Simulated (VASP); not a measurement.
# Sn2HO2 in VASP: notebook

Sn2HO2 is run at these levels: PBE+D3(BJ); tasks: single point.

Everything below comes from runs of VASP 6.6.1. Logs are shortened: lines on timing, memory, paths and dates and some standing lists are left out, and cuts for length are marked.

## 1. The cell of the first run

The cell holds a slab with vacuum, 5 atoms: a = 3.820 Å, b = 3.820 Å, c = 17.863 Å, α = 90.00°, β = 90.00°, γ = 90.00°.

## 2. Single point, PBE+D3(BJ), collinear spin

The input, INCAR:

```
  PREC = Accurate
  ENCUT = 520
  EDIFF = 1E-7
  ISMEAR = 0
  SIGMA = 0.05
  LREAL = F
  LASPH = T
  NELM = 150
  ALGO = Normal
  ISIF = 2
  LWAVE = F
  LCHARG = F
  ISPIN = 2
  MAGMOM = 0 0 0 0 1
  LORBIT = 11
  LDIPOL = T
  IDIPOL = 3
  DIPOL = 0.5 0.5 0.315
  GGA = PE
  IVDW = 12
  NBANDS = 32
```

The input, KPOINTS:

```
regular mesh
0
Gamma
  7 7 1
```

The input, POSCAR:

```
Sn2HO2
1.0
    3.8201633739      0.0000000000      0.0000000000
    0.0000000000      3.8201633739      0.0000000000
    0.0000000000      0.0000000000     17.8630408312
Sn O H
2 2 1
Direct
    0.7500000000      0.2500000000      0.2239260402
    0.2500000000      0.7500000000      0.3562126343
    0.2500000000      0.2500000000      0.2900693373
    0.7500000000      0.7500000000      0.2900693373
    0.5000000000      1.2500000000      0.4150271078
```

Potentials or basis: VASP PAW PBE potentials, release 64 (Sn_d, O, H).

Command:

```
$ cat potpaw_PBE.64/Sn_d/POTCAR potpaw_PBE.64/O/POTCAR potpaw_PBE.64/H/POTCAR > POTCAR
$ mpirun -np 1 vasp_std > vasp.out
```

OUTCAR:

```text
PREC = Accurate
   ENCUT = 520
   EDIFF = 1E-7
   ISMEAR = 0
   LREAL = F
   LASPH = T
   NELM = 150
   ISIF = 2
   ISPIN = 2
   LORBIT = 11
   GGA = PE
   IVDW = 12
 IVDW          = 12

 ion  position               nearest neighbor table
   1  0.750  0.250  0.224-   3 2.25   4 2.25   4 2.25   3 2.25   2 3.59   2 3.59   2 3.59   2 3.59

   2  0.250  0.750  0.356-   3 2.25   4 2.25   3 2.25   4 2.25   1 3.59   1 3.59   1 3.59   1 3.59

   3  0.250  0.250  0.290-   2 2.25   2 2.25   1 2.25   1 2.25
   4  0.750  0.750  0.290-   2 2.25   2 2.25   1 2.25   1 2.25
   5  0.500  0.250  0.415-

  LATTYP: Found a simple tetragonal cell.
 ALAT       =     3.8201633739
 C/A-ratio  =     4.6759887164

  Lattice vectors:

 A1 = (   3.8201633739,   0.0000000000,   0.0000000000)
 A2 = (   0.0000000000,   3.8201633739,   0.0000000000)
 A3 = (   0.0000000000,   0.0000000000,  17.8630408312)

Analysis of symmetry for initial positions (statically):
=====================================================================
 Subroutine PRICEL returns:
 Original cell was already a primitive cell.

 Routine SETGRP: Setting up the symmetry group for a
 simple tetragonal supercell.

 Subroutine GETGRP returns: Found  2 space group operations
 (whereof  1 operations were pure point group operations)
 out of a pool of 16 trial point group operations.

The static configuration has the point symmetry C_1 .
 The point group associated with its full space group is C_1h.

Analysis of symmetry for dynamics (positions and initial velocities):
=====================================================================
 Subroutine PRICEL returns:
 Original cell was already a primitive cell.

 Routine SETGRP: Setting up the symmetry group for a
 simple tetragonal supercell.

 Subroutine GETGRP returns: Found  2 space group operations
 (whereof  1 operations were pure point group operations)
 out of a pool of 16 trial point group operations.

The dynamic configuration has the point symmetry C_1 .
 The point group associated with its full space group is C_1h.

Analysis of structural, dynamic, and magnetic symmetry:
=====================================================================
 Subroutine PRICEL returns:
 Original cell was already a primitive cell.

 Routine SETGRP: Setting up the symmetry group for a
 simple tetragonal supercell.

 Subroutine GETGRP returns: Found  2 space group operations
 (whereof  1 operations were pure point group operations)
 out of a pool of 16 trial point group operations.

The overall configuration has the point symmetry C_1 .
 The point group associated with its full space group is C_1h.

 Subroutine INISYM returns: Found  2 space group operations
 (whereof  1 operations are pure point group operations),
 and found     1 'primitive' translations

----------------------------------------------------------------------------------------

                                     Primitive cell

  volume of cell :     260.6869

  direct lattice vectors                    reciprocal lattice vectors
     3.820163374  0.000000000  0.000000000     0.261768909  0.000000000  0.000000000
     0.000000000  3.820163374  0.000000000     0.000000000  0.261768909  0.000000000
     0.000000000  0.000000000 17.863040831     0.000000000  0.000000000  0.055981510

  length of vectors
     3.820163374  3.820163374 17.863040831     0.261768909  0.261768909  0.055981510

  position of ions in fractional coordinates (direct lattice)
     0.750000000  0.250000000  0.223926040
     0.250000000  0.750000000  0.356212634
     0.250000000  0.250000000  0.290069337
     0.750000000  0.750000000  0.290069337
     0.500000000  0.250000000  0.415027108

  ion indices of the primitive-cell ions
   primitive index   ion index
                 1           1
                 2           2
                 3           3
                 4           4
                 5           5
[... 31 lines left out ...]
  0.000000  0.142857  0.000000      2.000000
  0.285714  0.000000  0.000000      2.000000
  0.000000  0.285714  0.000000      2.000000
  0.428571  0.000000  0.000000      2.000000
[... 8 lines left out ...]
 -0.285714  0.428571  0.000000      4.000000
  0.428571  0.428571  0.000000      4.000000
   k-points           NKPTS =     16   k-points in BZ     NKDIM =     16   number of bands    NBANDS=     32
   number of dos      NEDOS =    301   number of ions     NIONS =      5
   total plane-waves  NPLWV = 109760
   dimension x,y,z NGX =    28 NGY =   28 NGZ =  140
   dimension x,y,z NGXF=    56 NGYF=   56 NGZF=  280
   ions per type =               2   2   1
   NGX,Y,Z   is equivalent  to a cutoff of  12.19, 12.19, 13.03 a.u.
   NGXF,Y,Z  is equivalent  to a cutoff of  24.37, 24.37, 26.06 a.u.
 SYSTEM =  unknown system
   PREC   = accura    normal or accurate (medium, high low for compatibility)
   ISTART =      0    job   : 0-new  1-cont  2-samecut
   ICHARG =      2    charge: 1-file 2-atom 10-const
   ISPIN  =      2    spin polarized calculation?
   LNONCOLLINEAR =      F non collinear calculations
   LSORBIT =      F    spin-orbit coupling
   LASPH  =      T    aspherical Exc in radial PAW
   ENCUT  =  520.0 eV  38.22 Ry    6.18 a.u.   7.10  7.10 33.21*2*pi/ulx,y,z
   NELM   =    150;   NELMIN=  2; NELMDL= -5     # of ELM steps
   EDIFF  = 0.1E-06   stopping-criterion for ELM
   LREAL  =      F    real-space projection
   EDIFFG = 0.1E-05   stopping-criterion for IOM
   NSW    =      0    number of steps for IOM
   IBRION =     -1    ionic relax: 0-MD 1-quasi-New 2-CG
   NFREE  =      0    steps in history (QN), initial steepest desc. (CG)
   ISIF   =      2    stress and relaxation
   ISYM   =      2    0-nonsym 1-usesym 2-fastsym
   POTIM  = 0.5000    time-step for ionic-motion
   TEBEG  =    0.0;   TEEND  =   0.0 temperature during run
   PSTRESS=    0.0 pullay stress
   NELECT =      41.0000    total number of electrons
   NUPDOWN=      -1.0000    fix difference up-down
   EMIN   =  10.00;   EMAX   =-10.00  energy-range for DOS
   EFERMI =   0.00;   METHOD = LEGACY
   ISMEAR =     0;   SIGMA  =   0.05  broadening in eV -4-tet -1-fermi 0-gaus
   EFERMI_NEDOS =   21; number of points for ismear=-14 and -15
   IALGO  =     38    algorithm
   IMIX   =      4    mixing-type and parameters
     AMIX     =   0.40;   BMIX     =  1.00
     AMIX_MAG =   1.60;   BMIX_MAG =  1.00
  volume/ion in A,a.u.               =      52.14       351.84
  Fermi-wavevector in a.u.,A,eV,Ry     =   0.883683  1.669918 10.624723  0.780895
  Thomas-Fermi vector in A             =   2.004482
   LORBIT       =     11    0 simple, 1 ext, 2 COOP (PROOUT), +10 PAW based schemes
   GGA     = PE    functional components
   LHFCALC =     F    Hartree Fock is set to
   AEXX    =    0.0000 exact exchange contribution
   IVDW    =    12    specifies the selected vdW correction
   LEPSILON=     F    determine dielectric tensor
   LRPA    =     F    only Hartree local field effects (RPA)
 spin polarized calculation
 Gauss-broadening in eV      SIGMA  =   0.05
  energy-cutoff  :      520.00
  volume of cell :      260.69
 maximum number of plane-waves:      7046
   NGX = 15   NGY = 15   NGZ = 67

 dipolmoment           0.000000      0.000000     -0.015389 electrons x Angstroem

 number of electron      40.9999984 magnetization       0.0982607

 dipolmoment           0.000000      0.000000      0.066839 electrons x Angstroem

 Free energy of the ion-electron system (eV)
  ---------------------------------------------------
  ext. energy  EPLUGINS =         0.00000000
  ---------------------------------------------------
  free energy    TOTEN  =       -24.26696261 eV

  energy without entropy =      -24.26525508  energy(sigma->0) =      -24.26610885

 E-fermi :  -1.6809     XC(G=0):  -3.6748

 val. band max:       -1.6928676442   @ k =   0.0000   0.2857   0.0000
 cond. band min:      -1.6282643205   @ k =  -0.1429   0.2857   0.0000
 fundamental gap:      0.0646033237
 Fermi energy:        -1.6808871005

 spin component 1

 k-point     1 :       0.0000    0.0000    0.0000
  band No.  band energies     occupation
      1     -23.2786      1.00000
      2     -23.0044      1.00000
      3     -22.9629      1.00000
      4     -22.9619      1.00000
      5     -22.9158      1.00000
      6     -22.8669      1.00000
[... 549 lines left out ...]
     31       7.0805      0.00000
     32       7.3613      0.00000
 Fermi energy:        -1.6808871005

 spin component 2

 k-point     1 :       0.0000    0.0000    0.0000
  band No.  band energies     occupation
      1     -23.2730      1.00000
      2     -22.9969      1.00000
      3     -22.9559      1.00000
      4     -22.9547      1.00000
      5     -22.9092      1.00000
      6     -22.8650      1.00000
[... 549 lines left out ...]
     31       7.0928      0.00000
     32       7.3642      0.00000

------------------------ aborting loop because EDIFF is reached ----------------------------------------

 vacuum level on the upper side and lower side of the slab       (xc-potential included)         0.400        -0.405

 Edisp (eV)   -0.64429

 E8    (eV) :    -0.2783

  FORCE on cell =-STRESS in cart. coord.  units (eV):
  Direction    XX          YY          ZZ          XY          YZ          ZX
  --------------------------------------------------------------------------------------
  -------------------------------------------------------------------------------------
  Total      -1.71740    -2.82980     0.67213     0.00000     0.00000    -0.20483
  in kB     -10.55509   -17.39189     4.13093     0.00000     0.00000    -1.25890
  external pressure =       -7.94 kB  Pullay stress =        0.00 kB

 VOLUME and BASIS-vectors are now :
 -----------------------------------------------------------------------------
  energy-cutoff  :      520.00
  volume of cell :      260.69
      direct lattice vectors                 reciprocal lattice vectors
     3.820163374  0.000000000  0.000000000     0.261768909  0.000000000  0.000000000
     0.000000000  3.820163374  0.000000000     0.000000000  0.261768909  0.000000000
     0.000000000  0.000000000 17.863040831     0.000000000  0.000000000  0.055981510

 POSITION                                       TOTAL-FORCE (eV/Angst)
 -----------------------------------------------------------------------------------
      2.86512      0.95504      4.00000         0.051991      0.000000      0.028519
      0.95504      2.86512      6.36304         0.867589      0.000000      0.645804
      0.95504      0.95504      5.18152        -0.463555      0.000000     -0.872467
      2.86512      2.86512      5.18152         0.067489      0.000000      0.187941
      1.91008      0.95504      7.41365        -0.523513      0.000000      0.010204
 -----------------------------------------------------------------------------------
    total drift:                                0.000029      0.000000      0.001153

  FREE ENERGIE OF THE ION-ELECTRON SYSTEM (eV)
  ---------------------------------------------------
  free  energy   TOTEN  =       -24.9112537166 eV

  energy  without entropy=      -24.9095461870  energy(sigma->0) =      -24.91039995

 vacuum level on the upper side and lower side of the slab         3.597         2.768

 total charge

# of ion       s       p       d       tot
------------------------------------------
    1        1.278   0.767  10.054  12.099
    2        1.169   0.771  10.077  12.017
    3        1.578   3.427   0.000   5.005
    4        1.578   3.416   0.000   4.993
    5        0.434   0.003   0.000   0.437
--------------------------------------------------
tot          6.037   8.384  20.131  34.552

 magnetization (x)

# of ion       s       p       d       tot
------------------------------------------
    1       -0.000  -0.001   0.000  -0.001
    2        0.016   0.005   0.002   0.023
    3        0.000   0.009   0.000   0.009
    4        0.000   0.006   0.000   0.006
    5        0.021   0.000   0.000   0.021
--------------------------------------------------
tot          0.038   0.019   0.002   0.059
```

It took 4 min on 1 thread of Intel Xeon 6975P-C (Granite Rapids), shared host; peak memory 0.5 GiB.

Results:

```yaml
Free_energy: -24.9113 eV
Largest_force: 1.082 eV/Å
Net_moment: 0.10 μB per cell
Site_moments: Sn -0.00, +0.02; O +0.01; H +0.02 μB
Valence_electrons_inside_the_program's_atomic_spheres: Sn 12.10, 12.02; O 5.00, 4.99; H 0.44
Dispersion_energy_per_atom: -0.129 eV
```

Forces in eV/Å, atoms in the order of the input:
```
Sn   0.052  0.000  0.029
Sn   0.868  0.000  0.646
O   -0.464  0.000 -0.872
O    0.067  0.000  0.188
H   -0.524  0.000  0.010
```

Caveat: spin-orbit coupling is left out, which moves the levels of the heavy elements.

## 3. Single point, PBE+D3(BJ), collinear spin

The input, INCAR:

```
PREC = Accurate
ENCUT = 520
EDIFF = 1E-7
ISMEAR = 0
SIGMA = 0.05
LREAL = F
LASPH = T
NELM = 150
ALGO = Normal
ISIF = 2
LWAVE = F
LCHARG = F
ISPIN = 2
MAGMOM = 0 0 0 0 1
LORBIT = 11
LDIPOL = T
IDIPOL = 3
DIPOL = 0.5 0.5 0.324
GGA = PE
IVDW = 12
NBANDS = 32
```

The input, KPOINTS:

```
Automatic mesh
0
Gamma
  7 7 1
```

Edit POSCAR of step 2 so:

```diff
@@ -12,2 +12,2 @@
     0.7500000000      0.7500000000      0.2900693373
-    0.5000000000      1.2500000000      0.4150271078
+    0.2500000000      0.8750000000      0.4591535585
```

Potentials or basis: VASP PAW PBE potentials, release 64 (Sn_d, O, H).

Command:

```
$ cat potpaw_PBE.64/Sn_d/POTCAR potpaw_PBE.64/O/POTCAR potpaw_PBE.64/H/POTCAR > POTCAR
$ mpirun -np 1 vasp_std > vasp.out
```

OUTCAR:

```text
PREC = Accurate
   ENCUT = 520
   EDIFF = 1E-7
   ISMEAR = 0
   LREAL = F
   LASPH = T
   NELM = 150
   ISIF = 2
   ISPIN = 2
   LORBIT = 11
   GGA = PE
   IVDW = 12
 IVDW          = 12

 ion  position               nearest neighbor table
   1  0.750  0.250  0.224-   3 2.25   4 2.25   4 2.25   3 2.25   2 3.59   2 3.59   2 3.59   2 3.59

   2  0.250  0.750  0.356-   5 1.90   4 2.25   3 2.25   3 2.25   4 2.25   1 3.59   1 3.59   1 3.59
                             1 3.59
   3  0.250  0.250  0.290-   2 2.25   2 2.25   1 2.25   1 2.25
   4  0.750  0.750  0.290-   2 2.25   2 2.25   1 2.25   1 2.25
[... 1360 lines left out ...]

 POSITION                                       TOTAL-FORCE (eV/Angst)
 -----------------------------------------------------------------------------------
      2.86512      0.95504      4.00000         0.000000     -0.108153     -0.215712
      0.95504      2.86512      6.36304         0.000000      0.021907     -0.469580
      0.95504      0.95504      5.18152         0.000000     -0.623052      0.208649
      2.86512      2.86512      5.18152         0.000000      0.274211      0.501841
      0.95504      3.34264      8.20188         0.000000      0.435087     -0.025197
 -----------------------------------------------------------------------------------
    total drift:                                0.000000      0.000007      0.001412

  FREE ENERGIE OF THE ION-ELECTRON SYSTEM (eV)
  ---------------------------------------------------
  free  energy   TOTEN  =       -24.5412826492 eV

  energy  without entropy=      -24.5397361691  energy(sigma->0) =      -24.54050941

 vacuum level on the upper side and lower side of the slab         3.650         2.723

 total charge

# of ion       s       p       d       tot
------------------------------------------
    1        1.282   0.763  10.054  12.098
    2        1.192   0.849  10.082  12.124
    3        1.587   3.410   0.000   4.997
    4        1.586   3.409   0.000   4.995
    5        0.474   0.006   0.000   0.481
--------------------------------------------------
tot          6.122   8.438  20.136  34.695

 magnetization (x)

# of ion       s       p       d       tot
------------------------------------------
    1        0.003   0.013   0.002   0.018
    2        0.133   0.028   0.014   0.174
    3        0.010   0.078   0.000   0.088
    4        0.007   0.058   0.000   0.065
    5        0.123  -0.000   0.000   0.123
--------------------------------------------------
tot          0.277   0.178   0.016   0.470
```

Wall time 4 min (1 thread of Intel Xeon 6975P-C (Granite Rapids), shared host); peak memory 0.51 GiB.

Results:

* Free energy: -24.5413 eV
* Largest force: 0.657 eV/Å
* Net moment: 0.79 μB per cell
* Site moments: Sn +0.02, +0.17; O +0.09, +0.07; H +0.12 μB
* Valence electrons inside the program's atomic spheres: Sn 12.10, 12.12; O 5.00; H 0.48
* Dispersion energy per atom: -0.119 eV

Forces on the atoms (eV/Å):
```
Sn   0.000 -0.108 -0.216
Sn   0.000  0.022 -0.470
O    0.000 -0.623  0.209
O    0.000  0.274  0.502
H    0.000  0.435 -0.025
```

Levels at points of the mesh, in eV from the Fermi level:
Spin up:
```csv
k point,band 17,band 18,band 19,band 20,band 21,band 22,band 23,band 24,band 25,band 26
"(0.00, 0.00, 0.00)",-4.52,-4.07,-4.06,-3.73,-0.88,0.85,2.57,3.09,3.11,3.11
```
Spin down:
```csv
k point,band 18,band 19,band 20,band 21,band 22,band 23
"(0.00, 0.00, 0.00)",-3.95,-3.92,-3.39,-0.42,0.88,2.95
```

Caveat: spin-orbit coupling is left out, which moves the levels of the heavy elements.

## 4. Single point, PBE+D3(BJ), collinear spin

The input, INCAR:

```
SYSTEM = Sn2HO2
PREC     = Accurate       ! precision mode
ENCUT    = 520            ! plane-wave cutoff, eV
EDIFF    = 1E-7           ! SCF threshold, eV
ISMEAR   = 0              ! smearing method
SIGMA    = 0.05           ! smearing width, eV
LREAL    = .False.        ! projectors in reciprocal space
LASPH    = .True.         ! aspherical terms in the spheres
NELM     = 150            ! most SCF steps
ALGO     = Normal         ! electronic algorithm
ISIF     = 2              ! what is computed and relaxed
LWAVE    = .False.        ! write WAVECAR
LCHARG   = .False.        ! write CHGCAR
ISPIN    = 2              ! spin polarisation
MAGMOM   = 0 0 0 0 1      ! initial moments
LORBIT   = 11             ! projections on sites
LDIPOL   = .True.       
IDIPOL   = 3            
DIPOL    = 0.5 0.5 0.321
GGA      = PE             ! functional
IVDW     = 12             ! dispersion correction
NBANDS   = 32             ! bands
```

The input, KPOINTS:

```
regular mesh
0
Gamma
  7 7 1
  0 0 0
```

Edit POSCAR of step 3 so:

```diff
@@ -12,2 +12,2 @@
     0.7500000000      0.7500000000      0.2900693373
-    0.2500000000      0.8750000000      0.4591535585
+    0.2500000000      1.0000000000      0.4432528657
```

Command:

```
$ cat potpaw_PBE.64/Sn_d/POTCAR potpaw_PBE.64/O/POTCAR potpaw_PBE.64/H/POTCAR > POTCAR
$ mpirun -np 1 vasp_std > vasp.out
```

It took 18 min on 1 thread of Intel Xeon Platinum 8259CL at 2.50GHz (Skylake/Cascade Lake), shared host; peak memory 0.52 GiB.

Results (log left out):

- Free energy: -24.8178 eV
- Largest force: 0.740 eV/Å
- Net moment: 0.00 μB per cell
- Valence electrons inside the program's atomic spheres: Sn 12.10, 12.13; O 5.00, 4.99; H 0.49
- Dispersion energy per atom: -0.120 eV

Forces on the atoms (eV/Å):
```
Sn   0.000 -0.113 -0.084
Sn   0.000 -0.221 -0.098
O    0.000 -0.651 -0.353
O    0.000  0.289  0.546
H    0.000  0.696 -0.011
```

Levels at points of the mesh, in eV from the Fermi level:
Spin up:
```
           k point  band 18  band 19  band 20  band 21  band 22  band 23
(0.00, 0.00, 0.00)    -3.81    -3.80    -3.23    -0.29     1.07     2.80
```
Spin down:
```tsv
k point	band 17	band 18	band 19	band 20	band 21	band 22	band 23	band 24
(0.00, 0.00, 0.00)	-4.24	-3.81	-3.80	-3.23	-0.29	1.07	2.80	3.27
```

Caveat: spin-orbit coupling is left out, which moves the levels of the heavy elements.

## 5. Overview

```csv
cell,gap on the mesh (eV),moment (μB),largest force (eV/Å)
"as given, atomic positions A",none,0.10,1.08
"as given, atomic positions B",none,0.79,0.66
"as given, atomic positions C",none,0.00,0.74
```

Alike in all rows: task single point; level PBE+D3(BJ); potentials or basis VASP PAW PBE potentials, release 64 (Sn_d, O, H); spin collinear; k mesh 7 × 7 × 1; cutoff (eV) 520; smearing gaussian 0.05 eV.

Caveats: spin-orbit coupling is left out, which moves the levels of the heavy elements.

Absolute energies hang on the potentials; compare differences alone.
